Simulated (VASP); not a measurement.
Write the native input for VASP 6.6.1 that does the following.

| Quantity | Value |
| --- | --- |
| Task | single point |
| Functional | PBE |
| Potentials or basis | VASP PAW PBE potentials, release 64 (Sn_d) |
| Cutoff | 520 eV |
| k mesh | 11 × 11 × 8 |
| Occupations | methfessel-paxton, width 0.1 eV |
| Spin | no spin polarisation |
| Dipole correction | no |
| Further INCAR settings | ALGO = Normal; EDIFF = 1e-07; NBANDS = 21 |

The structure of Sn lies in POSCAR:

```
Sn
1.0
   -2.9773321013      2.9790067394      1.6030901642
    2.9790067394     -2.9773321013      1.6030901642
    2.9770686044      2.9770686044     -1.6000204610
Sn
2
Direct
    0.0000231878      0.9999768122      0.0000000000
    0.7499768122      0.2500231878      0.5000000000
```

These files were run (other wordings do the same):

INCAR

```
ALGO     = Normal         # electronic algorithm
EDIFF    = 1E-7           # SCF threshold, eV
ENCUT    = 520            # plane-wave cutoff, eV
GGA      = PE             # functional
ISIF     = 2              # what is computed and relaxed
ISMEAR   = 1              # smearing method
LASPH    = True           # aspherical terms in the spheres
LCHARG   = False          # write CHGCAR
LREAL    = False          # projectors in reciprocal space
LWAVE    = False          # write WAVECAR
NBANDS   = 21             # bands
NELM     = 60             # most SCF steps
PREC     = Accurate       # precision mode
SIGMA    = 0.1            # smearing width, eV
```

KPOINTS

```
k-points
0
Gamma
  11 11 8
```

Potentials or basis: VASP PAW PBE potentials, release 64 (Sn_d).

Command:

```console
$ cat potpaw_PBE.64/Sn_d/POTCAR > POTCAR
$ mpirun -np 1 vasp_std > vasp.out
```

Results of the run:

```yaml
Pressure: -0.1 GPa
Largest_force: 0.005 eV/Å
Band_gap_on_the_k_mesh: zero (bands 14 and 15 overlap by 3.51 eV)
```

Caveat: spin-orbit coupling is left out, which moves the levels of the heavy elements.

Wall time 7.7 min on 1 thread of Intel Xeon 8259CL, on a shared host, peak memory 0.39 GiB.
